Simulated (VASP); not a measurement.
# Cd3AgF (Cmmm) in VASP: a series of runs, part 2 of 2

VASP 6.6.1.

### Step 5. Single point, PBE, collinear spin, ferromagnetic start

Input file INCAR:

```
SYSTEM = Cd3AgF
PREC = Accurate
ENCUT = 520
EDIFF = 1E-6
ISMEAR = 0
SIGMA = 0.1
LREAL = .False.
LASPH = .True.
NELM = 150
ALGO = Normal
ISIF = 2
LWAVE = .False.
LCHARG = .False.
ISPIN = 2
MAGMOM = 0 0 0 1 0
LORBIT = 11
LMAXMIX = 4
GGA = PE
NBANDS = 39
```

Input file KPOINTS:

```
Automatic mesh
0
Gamma
  4 4 4
  0 0 0
```

Input file POSCAR:

```
Cd3AgF
1.0
    3.2983399500     -3.4410584100      0.0000000000
    3.2983399500      3.4410584100      0.0000000000
    0.0000000000      0.0000000000      4.5393577100
Cd Ag F
3 1 1
Direct
    0.2273944200      0.2273944200      0.5000000000
    0.7726055800      0.7726055800      0.5000000000
    0.0000000000      0.0000000000      0.0000000000
    0.5000000000      0.5000000000      0.0000000000
    0.0000000000      0.0000000000      0.5000000000
```

Potentials or basis: VASP PAW PBE potentials, release 64 (Cd, Ag, F).

Started as:

```sh
> cat potpaw_PBE.64/Cd/POTCAR potpaw_PBE.64/Ag/POTCAR potpaw_PBE.64/F/POTCAR > POTCAR
> mpirun -np 1 vasp_std > vasp.out
```

OUTCAR:

```text
SYSTEM = Cd3AgF
   PREC = Accurate
   ENCUT = 520
   EDIFF = 1E-6
   ISMEAR = 0
   LREAL = .False.
   LASPH = .True.
   NELM = 150
   ISIF = 2
   ISPIN = 2
   LORBIT = 11
   GGA = PE

 ion  position               nearest neighbor table
   1  0.227  0.227  0.500-   5 1.50   3 2.72   3 2.72   4 2.90   4 2.90   2 3.00   2 3.45   2 3.45
                             2 3.60
   2  0.773  0.773  0.500-   5 1.50   3 2.72   3 2.72   4 2.90   4 2.90   1 3.00   1 3.45   1 3.45
                             1 3.60
   3  0.000  0.000  0.000-   5 2.27   5 2.27   1 2.72   1 2.72   2 2.72   2 2.72   4 3.30   4 3.30
[... 2001 lines left out ...]
     0.000000000  0.000000000  4.539357710     0.000000000  0.000000000  0.220295483

 POSITION                                       TOTAL-FORCE (eV/Angst)
 -----------------------------------------------------------------------------------
      1.50005      0.00000      2.26968        41.373159     -0.000000      0.000000
      5.09663      0.00000      2.26968       -41.373159     -0.000000     -0.000000
      0.00000      0.00000      0.00000         0.000000     -0.000000      0.000000
      3.29834      0.00000      0.00000        -0.000000      0.000000      0.000000
      0.00000      0.00000      2.26968         0.000000     -0.000000      0.000000
 -----------------------------------------------------------------------------------
    total drift:                                0.000000      0.000000      0.000000

  FREE ENERGIE OF THE ION-ELECTRON SYSTEM (eV)
  ---------------------------------------------------
  free  energy   TOTEN  =         8.7613245630 eV

  energy  without entropy=        8.7699774457  energy(sigma->0) =        8.76565100

 total charge

# of ion       s       p       d       tot
------------------------------------------
    1        0.647   0.645   9.775  11.067
    2        0.647   0.645   9.775  11.067
    3        0.623   0.247   9.549  10.419
    4        0.420   0.221   9.140   9.781
    5        1.803   4.701   0.000   6.504
--------------------------------------------------
tot          4.140   6.459  38.239  48.838

 magnetization (x)

# of ion       s       p       d       tot
------------------------------------------
    1       -0.000  -0.000  -0.000  -0.000
    2       -0.000  -0.000  -0.000  -0.000
    3       -0.000  -0.000   0.000  -0.000
    4       -0.000  -0.000  -0.000  -0.000
    5       -0.000   0.000   0.000   0.000
--------------------------------------------------
tot         -0.000  -0.000  -0.000  -0.000
```

It took 73 s on 1 thread of Intel Xeon 6975P-C (Granite Rapids), shared host; peak memory 0.32 GiB.

Results:

| Quantity | Value |
| --- | --- |
| Free energy | 8.7613 eV |
| Pressure | 70.2 GPa |
| Largest force | 41.373 eV/Å |
| Band gap on the k mesh | zero (filled and empty bands overlap) |
| Net moment | 0.00 μB per cell |
| Valence electrons inside the program's atomic spheres | Cd 11.07, 10.42; Ag 9.78; F 6.50 |

Forces on the atoms (eV/Å):
```
Cd   41.373   0.000   0.000
Cd  -41.373   0.000   0.000
Cd    0.000   0.000   0.000
Ag    0.000   0.000   0.000
F     0.000   0.000   0.000
```

Stress tensor (GPa, compression positive):
```
184.51   0.00   0.00
  0.00  -2.99   0.00
  0.00   0.00  29.20
```

Levels at points of the mesh, in eV from the Fermi level:
Spin up:
```tsv
k point	band 23	band 24	band 25	band 26	band 27	band 28	band 29	band 30	band 31	band 32
(0.00, 0.00, 0.00)	-4.36	-4.21	-4.19	0.45	0.78	1.16	1.17	1.81	3.69	6.08
(0.50, 0.00, 0.00)	-4.22	-4.16	-3.82	-3.23	1.32	2.43	2.64	2.67	3.35	4.02
(0.50, 0.50, 0.00)	-4.22	-4.16	-2.91	-1.76	-1.63	-0.64	3.28	4.68	4.73	5.14
(0.00, 0.00, 0.50)	-4.20	-4.18	-4.14	-3.50	0.13	1.38	2.21	2.74	3.68	4.44
(0.50, 0.00, 0.50)	-4.30	-4.19	-2.81	-2.74	-2.45	-0.68	3.28	4.42	4.51	4.55
(0.50, 0.50, 0.50)	-4.14	-4.13	-2.09	-1.69	-1.44	-0.14	-0.04	0.72	1.53	2.21
```
Spin down:
| k point | band 23 | band 24 | band 25 | band 26 | band 27 | band 28 | band 29 | band 30 | band 31 | band 32 |
| --- | --- | --- | --- | --- | --- | --- | --- | --- | --- | --- |
| (0.00, 0.00, 0.00) | -4.36 | -4.21 | -4.19 | 0.45 | 0.78 | 1.16 | 1.17 | 1.81 | 3.69 | 6.08 |
| (0.50, 0.00, 0.00) | -4.22 | -4.16 | -3.82 | -3.23 | 1.32 | 2.43 | 2.64 | 2.67 | 3.35 | 4.02 |
| (0.50, 0.50, 0.00) | -4.22 | -4.16 | -2.91 | -1.76 | -1.63 | -0.64 | 3.28 | 4.68 | 4.73 | 5.14 |
| (0.00, 0.00, 0.50) | -4.20 | -4.18 | -4.14 | -3.50 | 0.13 | 1.38 | 2.21 | 2.74 | 3.68 | 4.44 |
| (0.50, 0.00, 0.50) | -4.30 | -4.19 | -2.81 | -2.74 | -2.45 | -0.68 | 3.28 | 4.42 | 4.51 | 4.55 |
| (0.50, 0.50, 0.50) | -4.14 | -4.13 | -2.09 | -1.69 | -1.44 | -0.14 | -0.04 | 0.72 | 1.53 | 2.21 |

Caveat: forces of over 1 eV/Å act on the atoms, so gaps and moduli don't describe the material at rest.

### Step 6. Overview

| spin | cell | k mesh | gap on the mesh (eV) | pressure (GPa) | largest force (eV/Å) |
| --- | --- | --- | --- | --- | --- |
| off | a = 4.767, b = 4.767, c = 4.539 Å, angles 90.0, 90.0, 92.4°, 5 atoms | 4 × 4 × 4 | none | 70.3 | 41.37 |
| off | a = 4.848, b = 4.848, c = 4.947 Å, angles 90.0, 90.0, 74.3°, 5 atoms | 4 × 4 × 4 | none | 0.2 | 0.01 |
| off | a = 4.825, b = 4.825, c = 5.026 Å, angles 90.0, 90.0, 106.0°, 5 atoms | 8 × 8 × 8 | none | 0.2 | 0.01 |
| collinear, ferromagnetic start | a = 4.767, b = 4.767, c = 4.539 Å, angles 90.0, 90.0, 92.4°, 5 atoms | 4 × 4 × 4 | none | 70.2 | 41.37 |

Alike in all rows: task single point; level PBE; potentials or basis VASP PAW PBE potentials, release 64 (Cd, Ag, F); cutoff (eV) 520; smearing gaussian 0.1 eV.

Caveats: forces of over 1 eV/Å act on the atoms, so gaps and moduli don't describe the material at rest (some runs).

Absolute energies hang on the potentials; compare differences alone.
